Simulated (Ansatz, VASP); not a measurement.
## SiC: VASP beside Ansatz

```
Si C
1.0
     3.07900    0.00000    0.00000
    -1.53950    2.66649    0.00000
     0.00000    0.00000   20.14600
Si C
8 8
Direct
  0.33333 0.66667 0.25000
  0.66667 0.33333 0.75000
  0.33333 0.66667 0.62500
  0.66667 0.33333 0.12500
  0.00000 0.00000 0.00000
  0.00000 0.00000 0.50000
  0.33333 0.66667 0.87500
  0.66667 0.33333 0.37500
  0.33333 0.66667 0.96900
  0.66667 0.33333 0.46900
  0.00000 0.00000 0.09400
  0.00000 0.00000 0.59400
  0.33333 0.66667 0.34400
  0.66667 0.33333 0.84400
  0.33333 0.66667 0.71900
  0.66667 0.33333 0.21900
```

Alike in both runs: task single point; functional r2SCAN; k mesh 12 × 12 × 2; occupations gaussian, width 0.02 eV; no spin polarisation.

```csv
,VASP,Ansatz
version,VASP 6.6.1,Ansatz 0.2.0
potentials or method,"VASP PAW PBE potentials, release 64 (Si, C), cutoff 520 eV","scalar-relativistic, plane waves, PAW"
valence electrons in the cell,64,64
```

|  | VASP | Ansatz | Ansatz less VASP |
| --- | --- | --- | --- |
| gap on the k mesh at the Fermi level (eV) | 2.15 | 2.14 | -0.011 |
| least direct gap on the mesh (eV) | 3.30 | 3.29 | -0.013 |
| pressure (GPa) | -0.3 | -0.1 | +0.18 |
| traceless stress, the component that is largest in VASP (GPa) | -0.44 | -0.41 | +0.026 |
| rms of the force components (eV/Å) | 0.051 | 0.053 | +0.0020 |

VASP's potentials were made for PBE, not for r2SCAN. Atom by atom the forces differ by 0.003 eV/Å (rms over components). With one functional, cell and mesh, what is left measures potentials, basis and numerics.
